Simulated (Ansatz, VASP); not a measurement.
## C: VASP beside Ansatz

```xyz
12
Lattice="2.6970 0.0000 0.0000 -1.3485 2.3357 0.0000 0.0000 0.0000 12.8952" Properties=species:S:1:pos:R:3 pbc="T T T"
C     0.0000    0.0000    2.4096
C     0.0000    0.0000    8.8572
C     0.0000    0.0000    4.0380
C     0.0000    0.0000   10.4856
C     0.0000    1.5571    6.7154
C     1.3485    0.7786    0.2678
C     0.0000    1.5571   12.6274
C     1.3485    0.7786    6.1798
C     0.0000    1.5571    8.3186
C     1.3485    0.7786    1.8710
C     0.0000    1.5571   11.0242
C     1.3485    0.7786    4.5766
```

Alike in both runs: task single point; functional PBE; k mesh 12 × 12 × 2; occupations gaussian, width 0.05 eV; no spin polarisation.

|  | VASP | Ansatz |
| --- | --- | --- |
| version | VASP 6.6.1 | Ansatz 0.2.0 |
| potentials or method | VASP PAW PBE potentials, release 64 (C), cutoff 520 eV | scalar-relativistic, plane waves, PAW |
| valence electrons in the cell | 48 | 48 |

|  | VASP | Ansatz | Ansatz less VASP |
| --- | --- | --- | --- |
| gap on the k mesh at the Fermi level (eV) | 3.78 | 3.78 | +0.006 |
| least direct gap on the mesh (eV) | 4.65 | 4.66 | +0.005 |
| rms of the force components (eV/Å) | 0.061 | 0.064 | +0.0027 |

Atom by atom the forces differ by 0.003 eV/Å (rms over components).
